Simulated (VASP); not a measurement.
# Ti (P6_3/mmc) in VASP: single point with r2SCAN

Aim: the single point of Ti with r2SCAN.

Everything below comes from runs of VASP 6.6.1. Logs are shortened: lines on timing, memory, paths and dates and some standing lists are left out, and cuts for length are marked.

**1. The cell of the first run**

The structure is hexagonal, space group P6_3/mmc (No. 194). Conventional cell: a = 2.936 Å, b = 2.936 Å, c = 4.636 Å, α = 90.00°, β = 90.00°, γ = 120.00°. Ti (site symmetry -6m2) has 12 Ti at 2.87 to 2.94 Å within 3.8 Å.

**2. Single point, r2SCAN**

POSCAR

```
Ti
1.0
    2.9356845019      0.0000000000      0.0000000000
   -1.4678422510      2.5423773562      0.0000000000
    0.0000000000      0.0000000000      4.6363988084
Ti
2
Direct
    0.3333333333      0.6666666667      0.2500000000
    0.6666666667      0.3333333333      0.7500000000
```

INCAR.step1

```
SYSTEM = Ti
PREC = Accurate
ENCUT = 520
ISMEAR = 0
SIGMA = 0.1
LREAL = .FALSE.
LASPH = .TRUE.
NELM = 60
NBANDS = 19
GGA = PE
ALGO = Normal
EDIFF = 1E-4
LWAVE = .TRUE.
LCHARG = .FALSE.
```

INCAR.step2

```
SYSTEM = Ti
PREC = Accurate
ENCUT = 520
EDIFF = 1E-6
ISMEAR = 0
SIGMA = 0.1
LREAL = .FALSE.
LASPH = .TRUE.
NELM = 60
ALGO = Normal
ISIF = 2
LWAVE = .FALSE.
LCHARG = .FALSE.
METAGGA = R2SCAN
LMIXTAU = .TRUE.
NBANDS = 19
ISTART = 1
```

KPOINTS

```
regular mesh
0
G
  18 18 10
  0 0 0
```

Potentials or basis: VASP PAW PBE potentials, release 64 (Ti_sv).

Run with:

```
cat potpaw_PBE.64/Ti_sv/POTCAR > POTCAR
cp INCAR.step1 INCAR
mpirun -np 1 vasp_std > vasp.out
cp INCAR.step2 INCAR
mpirun -np 1 vasp_std > vasp.out
```

OUTCAR:

```text
SYSTEM = Ti
   PREC = Accurate
   ENCUT = 520
   EDIFF = 1E-6
   ISMEAR = 0
   LREAL = .FALSE.
   LASPH = .TRUE.
   NELM = 60
   ISIF = 2
   METAGGA = R2SCAN
   ISTART = 1

 ion  position               nearest neighbor table
   1  0.333  0.667  0.250-   2 2.87   2 2.87   2 2.87   2 2.87   2 2.87   2 2.87
   2  0.667  0.333  0.750-   1 2.87   1 2.87   1 2.87   1 2.87   1 2.87   1 2.87

  LATTYP: Found a hexagonal cell.
 ALAT       =     2.9356845019
 C/A-ratio  =     1.5793246193

  Lattice vectors:

 A1 = (   2.9356845019,   0.0000000000,   0.0000000000)
 A2 = (  -1.4678422510,   2.5423773562,   0.0000000000)
 A3 = (   0.0000000000,   0.0000000000,   4.6363988084)

Analysis of symmetry for initial positions (statically):
=====================================================================
 Subroutine PRICEL returns:
 Original cell was already a primitive cell.

 Routine SETGRP: Setting up the symmetry group for a
 hexagonal supercell.

 Subroutine GETGRP returns: Found 24 space group operations
 (whereof 12 operations were pure point group operations)
 out of a pool of 24 trial point group operations.

The static configuration has the point symmetry D_3d.
 The point group associated with its full space group is D_6h.

Analysis of symmetry for dynamics (positions and initial velocities):
=====================================================================
 Subroutine PRICEL returns:
 Original cell was already a primitive cell.

 Routine SETGRP: Setting up the symmetry group for a
 hexagonal supercell.

 Subroutine GETGRP returns: Found 24 space group operations
 (whereof 12 operations were pure point group operations)
 out of a pool of 24 trial point group operations.

The dynamic configuration has the point symmetry D_3d.
 The point group associated with its full space group is D_6h.

 Subroutine INISYM returns: Found 24 space group operations
 (whereof 12 operations are pure point group operations),
 and found     1 'primitive' translations

----------------------------------------------------------------------------------------

                                     Primitive cell

  volume of cell :      34.6043

  direct lattice vectors                    reciprocal lattice vectors
     2.935684502  0.000000000  0.000000000     0.340636059  0.196666321  0.000000000
    -1.467842251  2.542377356  0.000000000     0.000000000  0.393332641  0.000000000
     0.000000000  0.000000000  4.636398808     0.000000000  0.000000000  0.215684638

  length of vectors
     2.935684502  2.935684502  4.636398808     0.393332641  0.393332641  0.215684638

  position of ions in fractional coordinates (direct lattice)
     0.333333333  0.666666667  0.250000000
     0.666666667  0.333333333  0.750000000

  ion indices of the primitive-cell ions
   primitive index   ion index
                 1           1
                 2           2

----------------------------------------------------------------------------------------

 KPOINTS: regular mesh

Automatic generation of k-mesh.
 Grid dimensions read from file:
 generate k-points for:   18   18   10

 Generating k-lattice:

  Cartesian coordinates                     Fractional coordinates (reciprocal lattice)
     0.018924226  0.010925907  0.000000000     0.055555556  0.000000000  0.000000000
     0.000000000  0.021851813  0.000000000     0.000000000  0.055555556  0.000000000
     0.000000000  0.000000000  0.021568464     0.000000000  0.000000000  0.100000000

  Length of vectors
     0.021851813  0.021851813  0.021568464

  Shift w.r.t. Gamma in fractional coordinates (k-lattice)
     0.000000000  0.000000000  0.000000000

 Subroutine IBZKPT returns following result:
 ===========================================

 Found    222 irreducible k-points:

 Following reciprocal coordinates:
            Coordinates               Weight
  0.000000  0.000000  0.000000      1.000000
  0.055556 -0.000000  0.000000      6.000000
  0.111111 -0.000000  0.000000      6.000000
  0.166667  0.000000  0.000000      6.000000
  0.222222  0.000000  0.000000      6.000000
  0.277778  0.000000  0.000000      6.000000
[... 16 lines left out ...]
  0.333333  0.111111  0.000000     12.000000
  0.388889  0.111111  0.000000     12.000000
 [... further k-points ...]
   k-points           NKPTS =    222   k-points in BZ     NKDIM =    222   number of bands    NBANDS=     19
   number of dos      NEDOS =    301   number of ions     NIONS =      2
   total plane-waves  NPLWV =  20736
   dimension x,y,z NGX =    24 NGY =   24 NGZ =   36
   dimension x,y,z NGXF=    48 NGYF=   48 NGZF=   72
   ions per type =               2
   NGX,Y,Z   is equivalent  to a cutoff of  13.59, 13.59, 12.91 a.u.
   NGXF,Y,Z  is equivalent  to a cutoff of  27.18, 27.18, 25.82 a.u.
 SYSTEM =  Ti
   PREC   = accura    normal or accurate (medium, high low for compatibility)
   ISTART =      1    job   : 0-new  1-cont  2-samecut
   ICHARG =      0    charge: 1-file 2-atom 10-const
   ISPIN  =      1    spin polarized calculation?
   LNONCOLLINEAR =      F non collinear calculations
   LSORBIT =      F    spin-orbit coupling
   LASPH  =      T    aspherical Exc in radial PAW
   ENCUT  =  520.0 eV  38.22 Ry    6.18 a.u.   5.46  5.46  8.62*2*pi/ulx,y,z
   NELM   =     60;   NELMIN=  2; NELMDL=  0     # of ELM steps
   EDIFF  = 0.1E-05   stopping-criterion for ELM
   LREAL  =      F    real-space projection
   EDIFFG = 0.1E-04   stopping-criterion for IOM
   NSW    =      0    number of steps for IOM
   IBRION =     -1    ionic relax: 0-MD 1-quasi-New 2-CG
   NFREE  =      0    steps in history (QN), initial steepest desc. (CG)
   ISIF   =      2    stress and relaxation
   ISYM   =      2    0-nonsym 1-usesym 2-fastsym
   POTIM  = 0.5000    time-step for ionic-motion
   TEBEG  =    0.0;   TEEND  =   0.0 temperature during run
   PSTRESS=    0.0 pullay stress
   NELECT =      24.0000    total number of electrons
   NUPDOWN=      -1.0000    fix difference up-down
   EMIN   =  10.00;   EMAX   =-10.00  energy-range for DOS
   EFERMI =   0.00;   METHOD = LEGACY
   ISMEAR =     0;   SIGMA  =   0.10  broadening in eV -4-tet -1-fermi 0-gaus
   EFERMI_NEDOS =   21; number of points for ismear=-14 and -15
   IALGO  =     38    algorithm
   IMIX   =      4    mixing-type and parameters
     AMIX     =   0.40;   BMIX     =  1.00
     AMIX_MAG =   1.60;   BMIX_MAG =  1.00
  volume/ion in A,a.u.               =      17.30       116.76
  Fermi-wavevector in a.u.,A,eV,Ry     =   1.449112  2.738424 28.571209  2.099925
  Thomas-Fermi vector in A             =   2.566876
   LORBIT       =      0    0 simple, 1 ext, 2 COOP (PROOUT), +10 PAW based schemes
   METAGGA = R2SCAN    functional components
   LHFCALC =     F    Hartree Fock is set to
   AEXX    =    0.0000 exact exchange contribution
   IVDW    =     0    specifies the selected vdW correction
   LEPSILON=     F    determine dielectric tensor
   LRPA    =     F    only Hartree local field effects (RPA)
 non-spin polarized calculation
 Gauss-broadening in eV      SIGMA  =   0.10
  energy-cutoff  :      520.00
  volume of cell :       34.60
 maximum number of plane-waves:       965
 NGX is ok and might be reduce to    24
   NGX = 11   NGY = 11   NGZ = 17

 number of electron      24.0000002 magnetization

 Free energy of the ion-electron system (eV)
  ---------------------------------------------------
  ext. energy  EPLUGINS =         0.00000000
  ---------------------------------------------------
  free energy    TOTEN  =       -25.90547972 eV

  energy without entropy =      -25.89716926  energy(sigma->0) =      -25.90132449

 E-fermi :   8.4488     XC(G=0): -12.4157

 val. band max:        8.4457682528   @ k =   0.1667   0.0000   0.4000
 cond. band min:       8.4522819952   @ k =   0.3333   0.2778   0.3000
 fundamental gap:      0.0065137424
 Fermi energy:         8.4487724930

 k-point     1 :       0.0000    0.0000    0.0000
  band No.  band energies     occupation
      1     -50.7930      2.00000
      2     -50.6457      2.00000
      3     -26.3619      2.00000
      4     -25.6844      2.00000
      5     -25.6843      2.00000
      6     -25.6120      2.00000
[... 11 lines left out ...]
     18      10.2583      0.00000
     19      11.8361      0.00000

 k-point     2 :       0.0556   -0.0000    0.0000
  band No.  band energies     occupation
      1     -50.7897      2.00000
      2     -50.6445      2.00000
      3     -26.3546      2.00000
      4     -25.6990      2.00000
      5     -25.6893      2.00000
      6     -25.6150      2.00000
[... 11 lines left out ...]
     18      10.2053      0.00000
     19      11.8651      0.00000

 k-point     3 :       0.1111   -0.0000    0.0000
  band No.  band energies     occupation
      1     -50.7803      2.00000
      2     -50.6409      2.00000
      3     -26.3334      2.00000
      4     -25.7414      2.00000
      5     -25.7033      2.00000
      6     -25.6380      2.00000
[... 11 lines left out ...]
     18      10.0658      0.00000
     19      11.9375      0.00000

 k-point     4 :       0.1667    0.0000    0.0000
  band No.  band energies     occupation
      1     -50.7655      2.00000
      2     -50.6357      2.00000
      3     -26.2995      2.00000
      4     -25.8068      2.00000
      5     -25.7242      2.00000
      6     -25.7037      2.00000
[... 11 lines left out ...]
     18      10.3293      0.00000
     19      12.0257      0.00000

 k-point     5 :       0.2222    0.0000    0.0000
  band No.  band energies     occupation
      1     -50.7469      2.00000
      2     -50.6298      2.00000
      3     -26.2552      2.00000
      4     -25.8877      2.00000
      5     -25.7823      2.00000
      6     -25.7490      2.00000
[... 11 lines left out ...]
     18      10.6699      0.00000
     19      12.1088      0.00000

 k-point     6 :       0.2778    0.0000    0.0000
  band No.  band energies     occupation
      1     -50.7261      2.00000
      2     -50.6244      2.00000
      3     -26.2035      2.00000
      4     -25.9745      2.00000
      5     -25.8636      2.00000
      6     -25.7747      2.00000
[... 11 lines left out ...]
     18      11.0581      0.00000
     19      12.1767      0.00000

 k-point     7 :       0.3333    0.0000    0.0000
  band No.  band energies     occupation
      1     -50.7052      2.00000
      2     -50.6206      2.00000
      3     -26.1485      2.00000
      4     -26.0564      2.00000
      5     -25.9382      2.00000
      6     -25.7983      2.00000
[... 11 lines left out ...]
     18      11.4570      0.00000
     19      12.2267      0.00000

 k-point     8 :       0.3889    0.0000    0.0000
  band No.  band energies     occupation
      1     -50.6866      2.00000
      2     -50.6190      2.00000
      3     -26.1232      2.00000
      4     -26.0956      2.00000
      5     -25.9979      2.00000
      6     -25.8173      2.00000
[... 256 lines left out ...]
 k-point    20 :       0.1667    0.1111    0.0000
  band No.  band energies     occupation
      1     -50.7394      2.00000
      2     -50.6277      2.00000
      3     -26.2370      2.00000
      4     -25.8921      2.00000
      5     -25.8482      2.00000
      6     -25.7320      2.00000
[... 11 lines left out ...]
     18      10.9539      0.00000
     19      12.0807      0.00000

 k-point    21 :       0.2222    0.1111    0.0000
  band No.  band energies     occupation
      1     -50.7195      2.00000
      2     -50.6230      2.00000
      3     -26.1866      2.00000
      4     -25.9708      2.00000
      5     -25.9063      2.00000
      6     -25.7711      2.00000
[... 11 lines left out ...]
     18      11.3989      0.00000
     19      12.1242      0.00000

 k-point    22 :       0.2778    0.1111    0.0000
  band No.  band energies     occupation
      1     -50.6994      2.00000
      2     -50.6198      2.00000
      3     -26.1327      2.00000
      4     -26.0473      2.00000
      5     -25.9572      2.00000
      6     -25.8086      2.00000
[... 11 lines left out ...]
     18      11.8768      0.00000
     19      12.1578      0.00000

 k-point    23 :       0.3333    0.1111    0.0000
  band No.  band energies     occupation
      1     -50.6814      2.00000
      2     -50.6189      2.00000
      3     -26.1097      2.00000
      4     -26.0803      2.00000
      5     -25.9980      2.00000
      6     -25.8389      2.00000
[... 11 lines left out ...]
     18      12.1802      0.00000
     19      12.3675      0.00000

 k-point    24 :       0.3889    0.1111    0.0000
  band No.  band energies     occupation
      1     -50.6680      2.00000
      2     -50.6199      2.00000
      3     -26.1503      2.00000
      4     -26.0381      2.00000
      5     -26.0247      2.00000
      6     -25.8585      2.00000
[... 11 lines left out ...]
     18      12.1927      0.00000
     19      12.8544      0.00000

 [... further k-points ...]
[... 5 lines left out ...]
  --------------------------------------------------------------------------------------
  -------------------------------------------------------------------------------------
  Total        0.0782314      0.0782314      0.0790251     -0.0000000     -0.0000000      0.0000000
  in kB        3.6221108      3.6221108      3.6588559     -0.0000000     -0.0000000      0.0000000
  external PRESSURE =       3.6343592 kB  Pullay stress =       0.0000000 kB

 VOLUME and BASIS-vectors are now :
 -----------------------------------------------------------------------------
  energy-cutoff  :      520.00
  volume of cell :       34.60
      direct lattice vectors                 reciprocal lattice vectors
     2.935684502  0.000000000  0.000000000     0.340636059  0.196666321  0.000000000
    -1.467842251  2.542377356  0.000000000     0.000000000  0.393332641  0.000000000
     0.000000000  0.000000000  4.636398808     0.000000000  0.000000000  0.215684638

 POSITION                                       TOTAL-FORCE (eV/Angst)
 -----------------------------------------------------------------------------------
     -0.00000      1.69492      1.15910         0.000000      0.000000      0.000000
      1.46784      0.84746      3.47730        -0.000000     -0.000000      0.000000
 -----------------------------------------------------------------------------------
    total drift:                                0.000000     -0.000000      0.000000

  FREE ENERGIE OF THE ION-ELECTRON SYSTEM (eV)
  ---------------------------------------------------
  free  energy   TOTEN  =       -25.9054797170 eV

  energy  without entropy=      -25.8971692573  energy(sigma->0) =      -25.90132449
```

It took 9.6 min on 1 thread of AMD EPYC 7R13 (Zen 3), shared host; peak memory 0.22 GiB.

What came out:

```
Free energy            : -25.9055 eV
Pressure               : 0.4 GPa
Band gap on the k mesh : zero (band 12 reaches 9.30 eV, above the bottom of band 13 at 8.07 eV)
```

Levels at points of the mesh, in eV from the Fermi level:
```csv
k point,band 9,band 10,band 11,band 12,band 13,band 14,band 15,band 16
"(0.00, 0.00, 0.00)",-6.64,-2.88,0.59,0.86,0.86,0.98,1.39,1.39
"(0.50, 0.00, 0.00)",-2.54,-2.31,-1.96,-0.86,0.59,0.70,1.27,3.54
"(0.00, 0.00, 0.50)",-4.69,-4.69,0.06,0.06,0.77,0.77,0.77,0.77
"(0.50, 0.00, 0.50)",-2.70,-2.70,-0.88,-0.88,1.24,1.24,1.90,1.90
```

Caveat: the PAW data sets were made with another functional, which shifts forces and pressure a little.
